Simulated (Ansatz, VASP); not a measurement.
One calculation of Co, two programs

```
Co
1.0
     2.32612    0.00000    0.00000
    -1.16306    2.01448    0.00000
     0.00000    0.00000    3.75939
Co
2
Direct
  0.33333 0.66667 0.25000
  0.66667 0.33333 0.75000
```

Alike in both runs: task single point; functional LDA; k mesh 24 × 24 × 13; occupations fermi-dirac, width 0.05 eV; collinear spin.

|  | VASP | Ansatz |
| --- | --- | --- |
| version | VASP 6.6.1 | Ansatz 0.2.0 |
| potentials or method | VASP PAW LDA potentials, release 64 (Co), cutoff 520 eV | plane waves (420 eV) with PAW, scalar-relativistic |
| valence electrons in the cell | 18 | 34 |

|  | VASP | Ansatz | Ansatz less VASP |
| --- | --- | --- | --- |
| net moment per atom (μB) | 1.05 | 1.20 | +0.159 |
| size of the moment on the site where the two differ most (μB) | 1.03 | 1.23 | +0.206 |

The net moments are unlike, so the other rows may belong to different states. Ansatz warns that its potentials were made for another functional, while VASP's fit it. LDA's correlation is that of Perdew and Zunger in VASP and of Perdew and Wang (1992) in Ansatz. Site moments also hang on the region over which each program counts them. VASP's potentials hold 18 valence electrons a cell and Ansatz's 34, so a difference there can come from the potentials and not from the codes.
